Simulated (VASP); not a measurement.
Write the native input for VASP 6.6.1 that does the following.

* Task: single point
* Functional: PBE
* Potentials or basis: VASP PAW PBE potentials, release 64 (F, O, Sn_d)
* Cutoff: 600 eV
* k mesh: 1 × 1 × 1
* Occupations: fermi-dirac, width 0.15 eV
* Spin: no spin polarisation
* Dipole correction: no
* Further INCAR settings: ALGO = Normal; EDIFF = 1e-06; NBANDS = 32

The structure of SnO3F2 lies in POSCAR:

```
SnO3F2
1.0
   -4.4600730000     -0.0464110000      4.1179670000
   -0.1028660000      4.0749100000      3.9686900000
   -4.4337410000      4.1978550000     -0.0200790000
F O Sn
2 3 1
Direct
    0.7284710000      0.7158640000      0.4126910000
    0.9804430000      0.9692750000      0.6517550000
    0.8623790000      0.8170250000      0.5266220000
    1.3253520000      0.8316620000      0.5401960000
    0.8349070000      1.3228770000      0.5293510000
    0.8054890000      0.8836200000      1.0364080000
```

One way to write it, as run:

INCAR

```
ALGO = Normal
EDIFF = 1E-6
ENCUT = 600
GGA = PE
GGA_COMPAT = False
ISIF = 2
ISMEAR = -1
LASPH = True
LCHARG = False
LREAL = False
LWAVE = False
NBANDS = 32
NELM = 120
PREC = Accurate
SIGMA = 0.15
```

KPOINTS

```
k-points
0
Gamma
  1 1 1
```

Potentials or basis: VASP PAW PBE potentials, release 64 (F, O, Sn_d).

Run with:

```sh
$ cat potpaw_PBE.64/F/POTCAR potpaw_PBE.64/O/POTCAR potpaw_PBE.64/Sn_d/POTCAR > POTCAR
$ mpirun -np 1 vasp_gam > vasp.out
```

Results of the run:

- Pressure: 10.2 GPa
- Largest force: 8.258 eV/Å

Caveat: the k points lie up to 1.34 Å⁻¹ apart; forces of over 1 eV/Å act on the atoms, so gaps and moduli don't describe the material at rest.

Wall time 9.6 s on 1 thread of AMD EPYC 9R45 96-Core Processor (Zen 5), on a shared host, peak memory 0.27 GiB.
